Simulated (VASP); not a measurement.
# CaZr3N2 (P6/mmm) in VASP: a series of runs

CaZr3N2 is run at these levels: PBE; tasks: single point.

All numbers are computed with VASP 6.6.1; they aren't measurements. Logs are shortened: lines on timing, memory, paths and dates and some standing lists are left out, and cuts for length are marked.

## Step 1: The cell of the first run

Symmetry: P6/mmm, No. 191, hexagonal system. Conventional cell: a = 5.652 Å, b = 5.652 Å, c = 3.238 Å, α = 90.00°, β = 90.00°, γ = 120.00°. Within 4.3 Å of Ca (site symmetry 6/mmm) lie 2 Ca at 3.24 Å and 12 Zr at 3.26 Å and 6 N at 3.26 Å. Zr (site symmetry mmm) has 4 N at 2.30 Å and 4 Zr at 2.83 Å within 3.0 Å. N (site symmetry -6m2) has 6 Zr at 2.30 Å within 3.0 Å.

## Step 2: Single point, PBE

Input file INCAR:

```
SYSTEM = CaZr3N2
PREC = Accurate
ENCUT = 520
EDIFF = 1E-6
ISMEAR = 0
SIGMA = 0.1
LREAL = .FALSE.
LASPH = .TRUE.
NELM = 60
ALGO = Normal
ISIF = 2
LWAVE = .FALSE.
LCHARG = .FALSE.
GGA = PE
NBANDS = 37
```

Input file KPOINTS:

```
regular mesh
0
G
  6 6 6
  0 0 0
```

Input file POSCAR:

```
CaZr3N2
1.0
    5.6515794200      0.0000000000      0.0000000000
   -2.8257897100      4.8944113500      0.0000000000
    0.0000000000      0.0000000000      3.2375719900
Ca Zr N
1 3 2
Direct
    0.0000000000      0.0000000000      0.0000000000
    0.5000000000      0.0000000000      0.5000000000
    0.5000000000      0.5000000000      0.5000000000
    0.0000000000      0.5000000000      0.5000000000
    0.3333333300      0.6666666700      0.0000000000
    0.6666666700      0.3333333300      0.0000000000
```

Potentials or basis: VASP PAW PBE potentials, release 64 (Ca_sv, Zr_sv, N).

The run is started by

```sh
cat potpaw_PBE.64/Ca_sv/POTCAR potpaw_PBE.64/Zr_sv/POTCAR potpaw_PBE.64/N/POTCAR > POTCAR
mpirun -np 1 vasp_std > vasp.out
```

OUTCAR:

```text
SYSTEM = CaZr3N2
   PREC = Accurate
   ENCUT = 520
   EDIFF = 1E-6
   ISMEAR = 0
   LREAL = .FALSE.
   LASPH = .TRUE.
   NELM = 60
   ISIF = 2
   GGA = PE

 ion  position               nearest neighbor table
   1  0.000  0.000  0.000-   2 3.26   2 3.26   2 3.26   2 3.26   3 3.26   4 3.26   4 3.26   4 3.26
                             4 3.26   3 3.26   3 3.26   3 3.26
   2  0.500  0.000  0.500-   5 2.30   6 2.30   5 2.30   6 2.30   3 2.83   4 2.83   3 2.83   4 2.83
                             1 3.26   1 3.26   1 3.26   1 3.26
   3  0.500  0.500  0.500-   5 2.30   6 2.30   5 2.30   6 2.30   4 2.83   4 2.83   2 2.83   2 2.83
                             1 3.26   1 3.26   1 3.26   1 3.26
   4  0.000  0.500  0.500-   5 2.30   6 2.30   5 2.30   6 2.30   3 2.83   3 2.83   2 2.83   2 2.83
                             1 3.26   1 3.26   1 3.26   1 3.26
   5  0.333  0.667  0.000-   4 2.30   4 2.30   2 2.30   2 2.30   3 2.30   3 2.30
   6  0.667  0.333  0.000-   4 2.30   4 2.30   2 2.30   2 2.30   3 2.30   3 2.30

  LATTYP: Found a hexagonal cell.
 ALAT       =     5.6515794200
 C/A-ratio  =     0.5728614515

  Lattice vectors:

 A1 = (   5.6515794200,   0.0000000000,   0.0000000000)
 A2 = (  -2.8257897100,   4.8944113500,   0.0000000000)
 A3 = (   0.0000000000,   0.0000000000,   3.2375719900)

Analysis of symmetry for initial positions (statically):
=====================================================================
 Subroutine PRICEL returns:
 Original cell was already a primitive cell.

 Routine SETGRP: Setting up the symmetry group for a
 hexagonal supercell.

 Subroutine GETGRP returns: Found 24 space group operations
 (whereof 24 operations were pure point group operations)
 out of a pool of 24 trial point group operations.

The static configuration has the point symmetry D_6h.

Analysis of symmetry for dynamics (positions and initial velocities):
=====================================================================
 Subroutine PRICEL returns:
 Original cell was already a primitive cell.

 Routine SETGRP: Setting up the symmetry group for a
 hexagonal supercell.

 Subroutine GETGRP returns: Found 24 space group operations
 (whereof 24 operations were pure point group operations)
 out of a pool of 24 trial point group operations.

The dynamic configuration has the point symmetry D_6h.

 Subroutine INISYM returns: Found 24 space group operations
 (whereof 24 operations are pure point group operations),
 and found     1 'primitive' translations

----------------------------------------------------------------------------------------

                                     Primitive cell

  volume of cell :      89.5550

  direct lattice vectors                    reciprocal lattice vectors
     5.651579420  0.000000000  0.000000000     0.176941688  0.102157331  0.000000000
    -2.825789710  4.894411350  0.000000000     0.000000000  0.204314662  0.000000000
     0.000000000  0.000000000  3.237571990     0.000000000  0.000000000  0.308873441

  length of vectors
     5.651579420  5.651579421  3.237571990     0.204314662  0.204314662  0.308873441

  position of ions in fractional coordinates (direct lattice)
     0.000000000  0.000000000  0.000000000
     0.500000000  0.000000000  0.500000000
     0.500000000  0.500000000  0.500000000
     0.000000000  0.500000000  0.500000000
     0.333333330  0.666666670  0.000000000
     0.666666670  0.333333330  0.000000000

  ion indices of the primitive-cell ions
   primitive index   ion index
                 1           1
                 2           2
                 3           3
                 4           4
                 5           5
                 6           6

----------------------------------------------------------------------------------------

 KPOINTS: regular mesh

Automatic generation of k-mesh.
 Grid dimensions read from file:
 generate k-points for:    6    6    6

 Generating k-lattice:

  Cartesian coordinates                     Fractional coordinates (reciprocal lattice)
     0.029490281  0.017026222  0.000000000     0.166666667  0.000000000  0.000000000
     0.000000000  0.034052444  0.000000000     0.000000000  0.166666667  0.000000000
     0.000000000  0.000000000  0.051478907     0.000000000  0.000000000  0.166666667

  Length of vectors
     0.034052444  0.034052444  0.051478907

  Shift w.r.t. Gamma in fractional coordinates (k-lattice)
     0.000000000  0.000000000  0.000000000

 Subroutine IBZKPT returns following result:
 ===========================================

 Found     28 irreducible k-points:

 Following reciprocal coordinates:
            Coordinates               Weight
  0.000000  0.000000  0.000000      1.000000
  0.166667 -0.000000  0.000000      6.000000
  0.333333 -0.000000  0.000000      6.000000
  0.500000 -0.000000  0.000000      3.000000
  0.166667  0.166667  0.000000      6.000000
  0.333333  0.166667  0.000000     12.000000
[... 16 lines left out ...]
  0.166667 -0.000000  0.500000      6.000000
  0.333333 -0.000000  0.500000      6.000000
 [... further k-points ...]
   k-points           NKPTS =     28   k-points in BZ     NKDIM =     28   number of bands    NBANDS=     37
   number of dos      NEDOS =    301   number of ions     NIONS =      6
   total plane-waves  NPLWV =  42336
   dimension x,y,z NGX =    42 NGY =   42 NGZ =   24
   dimension x,y,z NGXF=    84 NGYF=   84 NGZF=   48
   ions per type =               1   3   2
   NGX,Y,Z   is equivalent  to a cutoff of  12.35, 12.35, 12.32 a.u.
   NGXF,Y,Z  is equivalent  to a cutoff of  24.71, 24.71, 24.65 a.u.
 SYSTEM =  CaZr3N2
   PREC   = accura    normal or accurate (medium, high low for compatibility)
   ISTART =      0    job   : 0-new  1-cont  2-samecut
   ICHARG =      2    charge: 1-file 2-atom 10-const
   ISPIN  =      1    spin polarized calculation?
   LNONCOLLINEAR =      F non collinear calculations
   LSORBIT =      F    spin-orbit coupling
   LASPH  =      T    aspherical Exc in radial PAW
   ENCUT  =  520.0 eV  38.22 Ry    6.18 a.u.  10.51 10.51  6.02*2*pi/ulx,y,z
   NELM   =     60;   NELMIN=  2; NELMDL= -5     # of ELM steps
   EDIFF  = 0.1E-05   stopping-criterion for ELM
   LREAL  =      F    real-space projection
   EDIFFG = 0.1E-04   stopping-criterion for IOM
   NSW    =      0    number of steps for IOM
   IBRION =     -1    ionic relax: 0-MD 1-quasi-New 2-CG
   NFREE  =      0    steps in history (QN), initial steepest desc. (CG)
   ISIF   =      2    stress and relaxation
   ISYM   =      2    0-nonsym 1-usesym 2-fastsym
   POTIM  = 0.5000    time-step for ionic-motion
   TEBEG  =    0.0;   TEEND  =   0.0 temperature during run
   PSTRESS=    0.0 pullay stress
   NELECT =      56.0000    total number of electrons
   NUPDOWN=      -1.0000    fix difference up-down
   EMIN   =  10.00;   EMAX   =-10.00  energy-range for DOS
   EFERMI =   0.00;   METHOD = LEGACY
   ISMEAR =     0;   SIGMA  =   0.10  broadening in eV -4-tet -1-fermi 0-gaus
   EFERMI_NEDOS =   21; number of points for ismear=-14 and -15
   IALGO  =     38    algorithm
   IMIX   =      4    mixing-type and parameters
     AMIX     =   0.40;   BMIX     =  1.00
     AMIX_MAG =   1.60;   BMIX_MAG =  1.00
  volume/ion in A,a.u.               =      14.93       100.72
  Fermi-wavevector in a.u.,A,eV,Ry     =   1.399934  2.645492 26.664909  1.959816
  Thomas-Fermi vector in A             =   2.522944
   LORBIT       =      0    0 simple, 1 ext, 2 COOP (PROOUT), +10 PAW based schemes
   GGA     = PE    functional components
   LHFCALC =     F    Hartree Fock is set to
   AEXX    =    0.0000 exact exchange contribution
   IVDW    =     0    specifies the selected vdW correction
   LEPSILON=     F    determine dielectric tensor
   LRPA    =     F    only Hartree local field effects (RPA)
 non-spin polarized calculation
 Gauss-broadening in eV      SIGMA  =   0.10
  energy-cutoff  :      520.00
  volume of cell :       89.55
 maximum number of plane-waves:      2442
   NGX = 21   NGY = 21   NGZ = 13

 number of electron      56.0000008 magnetization

 Free energy of the ion-electron system (eV)
  ---------------------------------------------------
  ext. energy  EPLUGINS =         0.00000000
  ---------------------------------------------------
  free energy    TOTEN  =       -47.40153446 eV

  energy without entropy =      -47.37957693  energy(sigma->0) =      -47.39055570

 E-fermi :   9.9980     XC(G=0): -11.7319

 val. band max:        9.9736804727   @ k =   0.5000  -0.0000   0.1667
 cond. band min:      10.0027890313   @ k =   0.3333  -0.0000   0.3333
 fundamental gap:      0.0291085586
 Fermi energy:         9.9979989450

 k-point     1 :       0.0000    0.0000    0.0000
  band No.  band energies     occupation
      1     -38.8513      2.00000
      2     -38.5416      2.00000
      3     -38.5416      2.00000
      4     -30.7583      2.00000
      5     -18.3060      2.00000
      6     -17.3154      2.00000
[... 29 lines left out ...]
     36      14.3197      0.00000
     37      14.3304      0.00000

 k-point     2 :       0.1667   -0.0000    0.0000
  band No.  band energies     occupation
      1     -38.8336      2.00000
      2     -38.5606      2.00000
      3     -38.5417      2.00000
      4     -30.7586      2.00000
      5     -18.2031      2.00000
      6     -17.2996      2.00000
[... 29 lines left out ...]
     36      13.9747      0.00000
     37      14.3989      0.00000

 k-point     3 :       0.3333   -0.0000    0.0000
  band No.  band energies     occupation
      1     -38.7876      2.00000
      2     -38.6091      2.00000
      3     -38.5419      2.00000
      4     -30.7594      2.00000
      5     -17.9527      2.00000
      6     -17.2315      2.00000
[... 29 lines left out ...]
     36      13.1724      0.00000
     37      13.4816      0.00000
[... 761 lines left out ...]
 k-point    23 :       0.1667   -0.0000    0.5000
  band No.  band energies     occupation
      1     -38.7791      2.00000
      2     -38.5139      2.00000
      3     -38.4956      2.00000
      4     -30.7087      2.00000
      5     -17.9747      2.00000
      6     -17.5836      2.00000
[... 29 lines left out ...]
     36      13.6805      0.00000
     37      13.8413      0.00000

 k-point    24 :       0.3333   -0.0000    0.5000
  band No.  band energies     occupation
      1     -38.7344      2.00000
      2     -38.5610      2.00000
      3     -38.4958      2.00000
      4     -30.7086      2.00000
      5     -17.7446      2.00000
      6     -17.5067      2.00000
[... 29 lines left out ...]
     36      14.0278      0.00000
     37      14.2853      0.00000

 [... further k-points ...]

------------------------ aborting loop because EDIFF is reached ----------------------------------------

  FORCE on cell =-STRESS in cart. coord.  units (eV):
  Direction    XX          YY          ZZ          XY          YZ          ZX
  --------------------------------------------------------------------------------------
  -------------------------------------------------------------------------------------
  Total       14.4664082     14.4664082      4.2702332      0.0000000      0.0000000      0.0000000
  in kB      258.8103026    258.8103027     76.3963203      0.0000000      0.0000000      0.0000000
  external PRESSURE =     198.0056419 kB  Pullay stress =       0.0000000 kB

 VOLUME and BASIS-vectors are now :
 -----------------------------------------------------------------------------
  energy-cutoff  :      520.00
  volume of cell :       89.55
      direct lattice vectors                 reciprocal lattice vectors
     5.651579420  0.000000000  0.000000000     0.176941688  0.102157331  0.000000000
    -2.825789710  4.894411350  0.000000000     0.000000000  0.204314662  0.000000000
     0.000000000  0.000000000  3.237571990     0.000000000  0.000000000  0.308873441

 POSITION                                       TOTAL-FORCE (eV/Angst)
 -----------------------------------------------------------------------------------
      0.00000      0.00000      0.00000         0.000000      0.000000     -0.000000
      2.82579      0.00000      1.61879         0.000000      0.000000     -0.000000
      1.41289      2.44721      1.61879         0.000000      0.000000     -0.000000
     -1.41289      2.44721      1.61879         0.000000      0.000000     -0.000000
     -0.00000      3.26294      0.00000         0.000000     -0.000000     -0.000000
      2.82579      1.63147      0.00000        -0.000000      0.000000      0.000000
 -----------------------------------------------------------------------------------
    total drift:                                0.000000     -0.000000      0.000000

  FREE ENERGIE OF THE ION-ELECTRON SYSTEM (eV)
  ---------------------------------------------------
  free  energy   TOTEN  =       -47.4015344637 eV

  energy  without entropy=      -47.3795769338  energy(sigma->0) =      -47.39055570
```

Wall time 64 s (1 thread of Intel Xeon Platinum 8488C (Sapphire Rapids), shared host); peak memory 0.23 GiB.

Results:

- Free energy: -47.4015 eV
- Pressure: 19.8 GPa
- Band gap on the k mesh: zero (band 28 reaches 10.44 eV, above the bottom of band 29 at 9.05 eV)

## Step 3: Single point, PBE

This run uses another cell than the first one, of 16.97 Å³/atom, 1.137 times its volume.

Input file INCAR:

```
SYSTEM = CaZr3N2
ALGO = Normal ; EDIFF = 1E-6
ENCUT = 520 ; GGA = PE
ISIF = 2 ; ISMEAR = 0
LASPH = .True. ; LCHARG = .True.
LELF = .True. ; LREAL = .False.
LVHAR = .True. ; LWAVE = .False.
NBANDS = 37 ; NELM = 100
PREC = Accurate ; SIGMA = 0.1
```

Input file KPOINTS:

```
k-points
0
Gamma
  6 6 6
  0 0 0
```

Input file POSCAR:

```
CaZr3N2
1.0
    6.1251133126      0.0000000000      0.0000000000
   -3.0625566563      5.3045037298      0.0000000000
    0.0000000000      0.0000000000      3.1346551713
Ca Zr N
1 3 2
Direct
    0.0000000000      0.0000000000      0.0000000000
    0.5000000000      0.0000000000      0.5000000000
    0.5000000000      0.5000000000      0.5000000000
    0.0000000000      0.5000000000      0.5000000000
    0.3333333333      0.6666666667      0.0000000000
    0.6666666667      0.3333333333      0.0000000000
```

Potentials or basis: VASP PAW PBE potentials, release 64 (Ca_sv, Zr_sv, N).

The run is started by

```sh
cat potpaw_PBE.64/Ca_sv/POTCAR potpaw_PBE.64/Zr_sv/POTCAR potpaw_PBE.64/N/POTCAR > POTCAR
mpirun -np 1 vasp_std > vasp.out
```

It took 80 s on 1 thread of Intel Xeon Platinum 8488C (Sapphire Rapids), shared host; peak memory 0.28 GiB.

The run converged. Its results:

| Item | Value |
| --- | --- |
| Free energy | -48.4925 eV |
| Pressure | 0.2 GPa |
| Band gap on the k mesh | zero (band 28 reaches 8.76 eV, above the bottom of band 29 at 7.40 eV) |

Levels at points of the mesh, in eV from the Fermi level:
```csv
k point,band 25,band 26,band 27,band 28,band 29,band 30,band 31,band 32
"(0.00, 0.00, 0.00)",-2.24,-2.22,-1.35,-1.35,0.88,0.88,1.65,1.65
"(0.50, 0.00, 0.00)",-2.34,-1.70,-1.47,-0.57,-0.38,1.31,1.38,1.47
"(0.00, 0.00, 0.50)",-1.70,-1.01,-1.01,-0.18,-0.18,0.81,0.81,1.22
"(0.50, 0.00, 0.50)",-1.71,-0.59,-0.26,-0.20,0.14,0.26,0.73,0.95
```

## Step 4: Single point, PBE

This run uses another cell than the first one, of 16.99 Å³/atom, 1.138 times its volume.

Input file INCAR:

```
PREC = Accurate ; ENCUT = 520
EDIFF = 1E-6 ; ISMEAR = 0
SIGMA = 0.1 ; LREAL = F
LASPH = T ; NELM = 60
ALGO = Normal ; ISIF = 2
LWAVE = F ; LCHARG = T
GGA = PE ; LELF = T
LVHAR = T ; NBANDS = 37
```

Input file KPOINTS:

```
regular mesh
0
Gamma
  6 6 12
```

Edit POSCAR of step 3 so:

```diff
@@ -2,5 +2,5 @@
 1.0
-    6.1251133126      0.0000000000      0.0000000000
-   -3.0625566563      5.3045037298      0.0000000000
-    0.0000000000      0.0000000000      3.1346551713
+    6.1352089697      0.0000000000      0.0000000000
+   -3.0676044849      5.3132468253      0.0000000000
+    0.0000000000      0.0000000000      3.1277051413
 Ca Zr N
```

The run is started by

```sh
cat potpaw_PBE.64/Ca_sv/POTCAR potpaw_PBE.64/Zr_sv/POTCAR potpaw_PBE.64/N/POTCAR > POTCAR
mpirun -np 1 vasp_std > vasp.out
```

Wall time 2.2 min (1 thread of Intel Xeon Platinum 8488C (Sapphire Rapids), shared host); peak memory 0.32 GiB.

Results (log left out):

```yaml
Free_energy: -48.4774 eV
Pressure: 0.1 GPa
Band_gap_on_the_k_mesh: zero (band 28 reaches 8.77 eV, above the bottom of band 29 at 7.38 eV)
```

Levels at points of the mesh, in eV from the Fermi level:
| k point | band 26 | band 27 | band 28 | band 29 | band 30 | band 31 |
| --- | --- | --- | --- | --- | --- | --- |
| (0.00, 0.00, 0.00) | -2.21 | -1.36 | -1.36 | 0.86 | 0.86 | 1.68 |
| (0.50, 0.00, 0.00) | -1.71 | -1.47 | -0.58 | -0.40 | 1.27 | 1.38 |
| (0.00, 0.00, 0.50) | -1.00 | -1.00 | -0.20 | -0.20 | 0.81 | 0.81 |
| (0.50, 0.00, 0.50) | -0.58 | -0.27 | -0.18 | 0.15 | 0.25 | 0.72 |

## Step 5: Overview

```tsv
cell	k mesh	gap on the mesh (eV)	pressure (GPa)
a = 5.652, b = 5.652, c = 3.238 Å, angles 90.0, 90.0, 120.0°, 6 atoms	6 × 6 × 6	none	19.8
a = 6.125, b = 6.125, c = 3.135 Å, angles 90.0, 90.0, 120.0°, 6 atoms	6 × 6 × 6	none	0.2
a = 6.135, b = 6.135, c = 3.128 Å, angles 90.0, 90.0, 120.0°, 6 atoms	6 × 6 × 12	none	0.1
```

Alike in all rows: task single point; level PBE; potentials or basis VASP PAW PBE potentials, release 64 (Ca_sv, Zr_sv, N); no spin polarisation; cutoff (eV) 520; smearing gaussian 0.1 eV.

Total energies depend on the potentials used, so only differences within one code and one set of settings carry meaning.
